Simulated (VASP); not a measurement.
# GaN (F-43m) in VASP: notebook

The runs below take GaN through single point, relaxation of cell and atoms, with PBE.

Program: VASP 6.6.1. These are calculated values, not measurements. Logs are shortened: lines on timing, memory, paths and dates and some standing lists are left out, and cuts for length are marked.

## Step 1: The cell of the first run

The structure is cubic, space group F-43m (No. 216). Conventional cell: a = 4.546 Å, b = 4.546 Å, c = 4.546 Å, α = 90.00°, β = 90.00°, γ = 90.00°. Ga (site symmetry -43m) has 4 N at 1.97 Å within 2.6 Å. Within 2.6 Å of N (site symmetry -43m) lie 4 Ga at 1.97 Å.

## Step 2: Single point, PBE

Input file INCAR:

```
ALGO     = Normal         # electronic algorithm
EDIFF    = 1E-7           # SCF threshold, eV
ENCUT    = 520            # plane-wave cutoff, eV
GGA      = PE             # functional
ISIF     = 2              # what is computed and relaxed
ISMEAR   = 0              # smearing method
LASPH    = T              # aspherical terms in the spheres
LCHARG   = T              # write CHGCAR
LELF     = T              # ELF
LREAL    = F              # projectors in reciprocal space
LVHAR    = T            
LWAVE    = F              # write WAVECAR
NBANDS   = 16             # bands
NELM     = 100            # most SCF steps
PREC     = Accurate       # precision mode
SIGMA    = 0.1            # smearing width, eV
```

Input file KPOINTS:

```
k-points
0
Gamma
  6 6 6
```

Input file POSCAR:

```
GaN
1.0
    0.0000000000      2.2731621063      2.2731621063
    2.2731621063      0.0000000000      2.2731621063
    2.2731621063      2.2731621063      0.0000000000
Ga N
1 1
Direct
    0.0000000000      0.0000000000      0.0000000000
    0.7500000000      0.7500000000      0.7500000000
```

Potentials or basis: VASP PAW PBE potentials, release 64 (Ga_d, N).

On the command line:

```
cat potpaw_PBE.64/Ga_d/POTCAR potpaw_PBE.64/N/POTCAR > POTCAR
mpirun -np 1 vasp_std > vasp.out
```

OUTCAR:

```text
EDIFF = 1E-7
   ENCUT = 520
   GGA = PE
   ISIF = 2
   ISMEAR = 0
   LASPH = T
   LREAL = F
   NELM = 100
   PREC = Accurate

 ion  position               nearest neighbor table
   1  0.000  0.000  0.000-   2 1.97   2 1.97   2 1.97   2 1.97
   2  0.750  0.750  0.750-   1 1.97   1 1.97   1 1.97   1 1.97

  LATTYP: Found a face centered cubic cell.
 ALAT       =     4.5463242126

  Lattice vectors:

 A1 = (   0.0000000000,   2.2731621063,   2.2731621063)
 A2 = (   2.2731621063,   0.0000000000,   2.2731621063)
 A3 = (   2.2731621063,   2.2731621063,   0.0000000000)

Analysis of symmetry for initial positions (statically):
=====================================================================
 Subroutine PRICEL returns:
 Original cell was already a primitive cell.

 Routine SETGRP: Setting up the symmetry group for a
 face centered cubic supercell.

 Subroutine GETGRP returns: Found 24 space group operations
 (whereof 24 operations were pure point group operations)
 out of a pool of 48 trial point group operations.

The static configuration has the point symmetry T_d .

Analysis of symmetry for dynamics (positions and initial velocities):
=====================================================================
 Subroutine PRICEL returns:
 Original cell was already a primitive cell.

 Routine SETGRP: Setting up the symmetry group for a
 face centered cubic supercell.

 Subroutine GETGRP returns: Found 24 space group operations
 (whereof 24 operations were pure point group operations)
 out of a pool of 48 trial point group operations.

The dynamic configuration has the point symmetry T_d .

 Subroutine INISYM returns: Found 24 space group operations
 (whereof 24 operations are pure point group operations),
 and found     1 'primitive' translations

----------------------------------------------------------------------------------------

                                     Primitive cell

  volume of cell :      23.4921

  direct lattice vectors                    reciprocal lattice vectors
     0.000000000  2.273162106  2.273162106    -0.219957916  0.219957916  0.219957916
     2.273162106  0.000000000  2.273162106     0.219957916 -0.219957916  0.219957916
     2.273162106  2.273162106  0.000000000     0.219957916  0.219957916 -0.219957916

  length of vectors
     3.214736680  3.214736680  3.214736680     0.380978286  0.380978286  0.380978286
[... 69 lines left out ...]
   LASPH  =      T    aspherical Exc in radial PAW
   ENCUT  =  520.0 eV  38.22 Ry    6.18 a.u.   5.98  5.98  5.98*2*pi/ulx,y,z
   NELM   =    100;   NELMIN=  2; NELMDL= -5     # of ELM steps
   EDIFF  = 0.1E-06   stopping-criterion for ELM
   LREAL  =      F    real-space projection
   EDIFFG = 0.1E-05   stopping-criterion for IOM
   NSW    =      0    number of steps for IOM
   IBRION =     -1    ionic relax: 0-MD 1-quasi-New 2-CG
   NFREE  =      0    steps in history (QN), initial steepest desc. (CG)
   ISIF   =      2    stress and relaxation
   ISYM   =      2    0-nonsym 1-usesym 2-fastsym
   POTIM  = 0.5000    time-step for ionic-motion
   TEBEG  =    0.0;   TEEND  =   0.0 temperature during run
   PSTRESS=    0.0 pullay stress
   NELECT =      18.0000    total number of electrons
   NUPDOWN=      -1.0000    fix difference up-down
   EMIN   =  10.00;   EMAX   =-10.00  energy-range for DOS
   EFERMI =   0.00;   METHOD = LEGACY
   ISMEAR =     0;   SIGMA  =   0.10  broadening in eV -4-tet -1-fermi 0-gaus
   EFERMI_NEDOS =   21; number of points for ismear=-14 and -15
   IALGO  =     38    algorithm
   IMIX   =      4    mixing-type and parameters
     AMIX     =   0.40;   BMIX     =  1.00
     AMIX_MAG =   1.60;   BMIX_MAG =  1.00
  volume/ion in A,a.u.               =      11.75        79.27
  Fermi-wavevector in a.u.,A,eV,Ry     =   1.498046  2.830897 30.533419  2.244143
  Thomas-Fermi vector in A             =   2.609856
   LORBIT       =      0    0 simple, 1 ext, 2 COOP (PROOUT), +10 PAW based schemes
   GGA     = PE    functional components
   LHFCALC =     F    Hartree Fock is set to
   AEXX    =    0.0000 exact exchange contribution
   IVDW    =     0    specifies the selected vdW correction
   LEPSILON=     F    determine dielectric tensor
   LRPA    =     F    only Hartree local field effects (RPA)
 non-spin polarized calculation
 Gauss-broadening in eV      SIGMA  =   0.10
  energy-cutoff  :      520.00
  volume of cell :       23.49
 maximum number of plane-waves:       641
   NGX = 11   NGY = 11   NGZ = 11

 number of electron      17.9999986 magnetization

 Free energy of the ion-electron system (eV)
  ---------------------------------------------------
  ext. energy  EPLUGINS =         0.00000000
  ---------------------------------------------------
  free energy    TOTEN  =       -12.14880626 eV

  energy without entropy =      -12.14880626  energy(sigma->0) =      -12.14880626

 E-fermi :   5.5201     XC(G=0): -11.5269

 val. band max:        5.0070058716   @ k =   0.0000   0.0000   0.0000
 cond. band min:       6.5611446850   @ k =   0.0000   0.0000   0.0000
 fundamental gap:      1.5541388134
 Fermi energy:         5.5200659932

 k-point     1 :       0.0000    0.0000    0.0000
  band No.  band energies     occupation
      1     -10.7087      2.00000
      2      -8.4213      2.00000
      3      -8.4213      2.00000
      4      -8.4213      2.00000
      5      -8.1273      2.00000
      6      -8.1273      2.00000
[... 281 lines left out ...]
      3      -8.2340      2.00000
      4      -8.1341      2.00000
      5      -8.0901      2.00000
      6      -6.2522      2.00000
[... 8 lines left out ...]
     15      25.4008      0.00000
     16      27.5718      0.00000

------------------------ aborting loop because EDIFF is reached ----------------------------------------

  FORCE on cell =-STRESS in cart. coord.  units (eV):
  Direction    XX          YY          ZZ          XY          YZ          ZX
  --------------------------------------------------------------------------------------
  -------------------------------------------------------------------------------------
  Total        0.0412511      0.0412511      0.0412511     -0.0000000     -0.0000000     -0.0000000
  in kB        2.8133553      2.8133553      2.8133553     -0.0000000     -0.0000000     -0.0000000
  external PRESSURE =       2.8133553 kB  Pullay stress =       0.0000000 kB

 VOLUME and BASIS-vectors are now :
 -----------------------------------------------------------------------------
  energy-cutoff  :      520.00
  volume of cell :       23.49
      direct lattice vectors                 reciprocal lattice vectors
     0.000000000  2.273162106  2.273162106    -0.219957916  0.219957916  0.219957916
     2.273162106  0.000000000  2.273162106     0.219957916 -0.219957916  0.219957916
     2.273162106  2.273162106  0.000000000     0.219957916  0.219957916 -0.219957916

 POSITION                                       TOTAL-FORCE (eV/Angst)
 -----------------------------------------------------------------------------------
      0.00000      0.00000      0.00000        -0.000000     -0.000000     -0.000000
      3.40974      3.40974      3.40974         0.000000      0.000000      0.000000
 -----------------------------------------------------------------------------------
    total drift:                               -0.000002     -0.000002     -0.000001

  FREE ENERGIE OF THE ION-ELECTRON SYSTEM (eV)
  ---------------------------------------------------
  free  energy   TOTEN  =       -12.1488062604 eV

  energy  without entropy=      -12.1488062604  energy(sigma->0) =      -12.14880626
```

Run time: 16 s. Hardware: 1 thread of AMD EPYC 7R13, shared host; peak memory 0.11 GiB.

What came out:

```
Free energy            : -12.1488 eV
Pressure               : 0.3 GPa
Band gap on the k mesh : 1.55 eV, direct
```

Levels at points of the mesh, in eV from the valence-band top:
```tsv
k point	band 5	band 6	band 7	band 8	band 9	band 10	band 11	band 12	band 13	band 14
(0.00, 0.00, 0.00)	-13.13	-13.13	0.00	0.00	0.00	1.55	10.13	10.13	10.13	17.25
(0.50, 0.00, 0.00)	-13.09	-11.88	-6.87	-0.94	-0.94	4.46	8.59	10.23	10.23	15.41
(0.50, 0.50, 0.00)	-13.06	-11.46	-6.02	-2.61	-2.61	3.34	6.50	11.53	13.68	13.68
```

## Step 3: Single point, PBE

Input file INCAR:

```
PREC = Accurate
ENCUT = 520
EDIFF = 1E-7
ISMEAR = 0
SIGMA = 0.02
LREAL = F
LASPH = T
NELM = 80
ALGO = Normal
ISIF = 2
LWAVE = F
LCHARG = F
GGA = PE
NBANDS = 16
```

Input file KPOINTS:

```
Automatic mesh
0
Gamma
  10 10 10
```

Input file POSCAR:

```
GaN
1.0
    0.0000000000      2.2742264957      2.2742264957
    2.2742264957      0.0000000000      2.2742264957
    2.2742264957      2.2742264957      0.0000000000
Ga N
1 1
Direct
    0.0000000000      0.0000000000      0.0000000000
    0.2500000000      0.2500000000      0.2500000000
```

Potentials or basis: VASP PAW PBE potentials, release 64 (Ga_d, N).

On the command line:

```
cat potpaw_PBE.64/Ga_d/POTCAR potpaw_PBE.64/N/POTCAR > POTCAR
mpirun -np 1 vasp_std > vasp.out
```

Run time: 35 s. Hardware: 1 thread of AMD EPYC 7R13, shared host; peak memory 0.12 GiB.

Results (log left out):

* Free energy: -12.1536 eV
* Pressure: 0.1 GPa
* Band gap on the k mesh: 1.55 eV, direct

Levels at points of the mesh, in eV from the valence-band top:
```csv
k point,band 6,band 7,band 8,band 9,band 10,band 11,band 12,band 13
"(0.00, 0.00, 0.00)",-13.13,0.00,0.00,0.00,1.55,10.13,10.13,10.13
"(0.50, 0.00, 0.00)",-11.88,-6.86,-0.93,-0.93,4.45,8.59,10.22,10.22
"(0.50, 0.50, 0.00)",-11.45,-6.01,-2.61,-2.61,3.34,6.50,11.52,13.67
```

## Step 4: Single point, PBE

Input file INCAR:

```
PREC = Accurate ; ENCUT = 520
EDIFF = 1E-6 ; ISMEAR = 0
SIGMA = 0.02 ; LREAL = False
LASPH = True ; NELM = 100
ALGO = Normal ; ISIF = 2
LWAVE = False ; LCHARG = False
GGA = PE ; NBANDS = 16
```

KPOINTS is that of step 3.

Input file POSCAR:

```
GaN
1.0
    0.0000000000      2.2740798337      2.2740798337
    2.2740798337      0.0000000000      2.2740798337
    2.2740798337      2.2740798337      0.0000000000
Ga N
1 1
Direct
    0.0000000000      0.0000000000      0.0000000000
    0.7500000000      0.7500000000      0.7500000000
```

On the command line:

```
cat potpaw_PBE.64/Ga_d/POTCAR potpaw_PBE.64/N/POTCAR > POTCAR
mpirun -np 1 vasp_std > vasp.out
```

It took 34 s on 1 thread of AMD EPYC 7R13, shared host; peak memory 0.12 GiB.

Results (log left out):

```yaml
Free_energy: -12.1536 eV
Pressure: 0.1 GPa
Band_gap_on_the_k_mesh: 1.55 eV, direct
```

Levels at points of the mesh, in eV from the valence-band top:
```tsv
k point	band 6	band 7	band 8	band 9	band 10	band 11	band 12	band 13
(0.00, 0.00, 0.00)	-13.13	0.00	0.00	0.00	1.55	10.13	10.13	10.13
(0.50, 0.00, 0.00)	-11.88	-6.86	-0.93	-0.93	4.45	8.59	10.22	10.22
(0.50, 0.50, 0.00)	-11.45	-6.01	-2.61	-2.61	3.34	6.50	11.52	13.67
```

A hybrid or GW would open this gap; PBE tends to underestimate it.

## Step 5: Relaxation of cell and atoms, PBE

This run uses another cell than the first one, of 11.44 Å³/atom, 0.974 times its volume.

Input file INCAR:

```
PREC = Accurate
ENCUT = 600
EDIFF = 1E-6
ISMEAR = 0
SIGMA = 0.1
LREAL = False
LASPH = True
NELM = 60
ALGO = Normal
ISIF = 3
LWAVE = False
LCHARG = False
GGA = PE
IBRION = 2
NSW = 90
EDIFFG = -0.04
```

Input file KPOINTS:

```
Automatic mesh
0
Gamma
  6 6 6
```

Input file POSCAR:

```
GaN
1.0
    0.0000000000      2.2535006075      2.2535006075
    2.2535006075      0.0000000000      2.2535006075
    2.2535006075      2.2535006075      0.0000000000
Ga N
1 1
Direct
    0.0000000000      0.0000000000      0.0000000000
    0.7500000000      0.7500000000      0.7500000000
```

On the command line:

```
cat potpaw_PBE.64/Ga_d/POTCAR potpaw_PBE.64/N/POTCAR > POTCAR
mpirun -np 1 vasp_std > vasp.out
```

Run time: 37 s. Hardware: 1 thread of AMD EPYC 7R13, shared host; peak memory 0.14 GiB.

The run converged. Its results:

```
Free energy                            : -12.1495 eV
Relaxed volume                         : 11.76 Å³/atom
Relaxed cell                           : a = 3.216 Å, b = 3.216 Å, c = 3.216 Å, α = 60.00°, β = 60.00°, γ = 60.00°
Space group after relaxing (to 0.05 Å) : F-43m (No. 216)
Energy gained by relaxing              : 4.6 meV/atom
Ionic steps                            : 3
Pressure after relaxing                : -0.1 GPa
Band gap on the k mesh                 : 1.55 eV, direct
```

Step by step:
| step | energy change (eV) | largest force (eV/Å) | pressure (GPa) | volume (Å³) |
| --- | --- | --- | --- | --- |
| 1 | 0.0000 | 0.0000 | 4.88 | 22.89 |
| 2 | -0.0028 | 0.0000 | -3.72 | 24.06 |
| 3 | -0.0093 | 0.0000 | -0.08 | 23.51 |

Final structure:
```yaml
crystal:
  lattice:
    - [0.00000, 2.27388, 2.27388]
    - [2.27388, 0.00000, 2.27388]
    - [2.27388, 2.27388, 0.00000]
  atoms:
    - { symbol: Ga, position: [0.00000, 0.00000, 0.00000] }
    - { symbol: N, position: [0.75000, 0.75000, 0.75000] }
```

Levels at points of the mesh, in eV from the valence-band top:
| k point | band 6 | band 7 | band 8 | band 9 | band 10 | band 11 | band 12 | band 13 |
| --- | --- | --- | --- | --- | --- | --- | --- | --- |
| (0.00, 0.00, 0.00) | -13.13 | 0.00 | 0.00 | 0.00 | 1.55 | 10.13 | 10.13 | 10.13 |
| (0.50, 0.00, 0.00) | -11.89 | -6.87 | -0.94 | -0.94 | 4.45 | 8.59 | 10.22 | 10.22 |
| (0.50, 0.50, 0.00) | -11.46 | -6.02 | -2.61 | -2.61 | 3.34 | 6.50 | 11.52 | 13.67 |

## Step 6: Overview

```tsv
task	cell	k mesh	cutoff (eV)	smearing	gap on the mesh (eV)	pressure (GPa)
single point	a = 3.215 Å, angles 60.0°, 2 atoms	6 × 6 × 6	520	gaussian 0.1 eV	1.55	0.3
single point	a = 3.216 Å, angles 60.0°, 2 atoms	10 × 10 × 10	520	gaussian 0.02 eV	1.55	0.1
relaxation of cell and atoms	relaxed from a = 3.187 Å, angles 60.0°, 2 atoms	6 × 6 × 6	600	gaussian 0.1 eV	1.55	-0.1
```

Alike in all rows: level PBE; potentials or basis VASP PAW PBE potentials, release 64 (Ga_d, N); no spin polarisation.

Absolute energies hang on the potentials; compare differences alone.
